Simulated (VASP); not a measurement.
InP:

```
In P
1.0
     0.00000    2.95381    2.95381
     2.95381    0.00000    2.95381
     2.95381    2.95381    0.00000
In P
1 1
Direct
  0.00000 0.00000 0.00000
  0.25000 0.25000 0.25000
```

Base run:

* Program: VASP 6.6.1
* Functional: PBE
* Potentials or basis: VASP PAW PBE potentials, release 64 (In_d, P)
* Cutoff: 520 eV
* k mesh: 8 × 8 × 8
* Occupations: fermi-dirac, width 0.02 eV
* Spin: no spin polarisation

Its results: band gap on the k mesh 0.58 eV, direct; pressure 1.6 GPa.

Problem. The run is repeated on the same cell with these changes: functional from PBE to r2SCAN; occupations from fermi-dirac, width 0.02 eV to gaussian, width 0.01 eV. What comes out?

Solution. Band gap on the k mesh 1.03 eV, direct; pressure -0.1 GPa.

Caveats: spin-orbit coupling is left out, which moves the levels of the heavy elements; the PAW data sets were made with another functional, which shifts forces and pressure a little (some runs).

